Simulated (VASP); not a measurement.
Set up this calculation in VASP 6.6.1, as the native input.

* Task: single point
* Functional: PBE
* Potentials or basis: VASP PAW PBE potentials, release 64 (Cd)
* Cutoff: 520 eV
* k mesh: 18 × 18 × 18
* Occupations: gaussian, width 0.15 eV
* Spin: no spin polarisation
* Dipole correction: no
* Further INCAR settings: ALGO = Normal; EDIFF = 1e-06; NBANDS = 12

The structure of Cd lies in POSCAR:

```
Cd
1.0
    0.0000000000      2.2541534960      2.2541534960
    2.2541534960      0.0000000000      2.2541534960
    2.2541534960      2.2541534960      0.0000000000
Cd
1
Direct
    0.0000000000      0.0000000000      0.0000000000
```

This isn't the form of Cd at room conditions, which is hcp.

These files were run (other wordings do the same):

INCAR

```
SYSTEM = Cd
  PREC = Accurate
  ENCUT = 520
  EDIFF = 1E-6
  ISMEAR = 0
  SIGMA = 0.15
  LREAL = .False.
  LASPH = .True.
  NELM = 60
  ALGO = Normal
  ISIF = 2
  LWAVE = .False.
  LCHARG = .False.
  GGA = PE
  NBANDS = 12
```

KPOINTS

```
Automatic mesh
0
Gamma
  18 18 18
  0 0 0
```

Potentials or basis: VASP PAW PBE potentials, release 64 (Cd).

The run is started by

```console
$ cat potpaw_PBE.64/Cd/POTCAR > POTCAR
$ mpirun -np 1 vasp_std > vasp.out
```

It gave:

```json
{
  "Pressure": "0.1 GPa",
  "Band gap on the k mesh": "zero (bands 6 and 7 overlap by 2.93 eV)"
}
```

Run time: 10 s on 1 thread of Intel(R) Xeon(R) 6975P-C (Granite Rapids), on a shared host, peak memory 0.17 GiB.
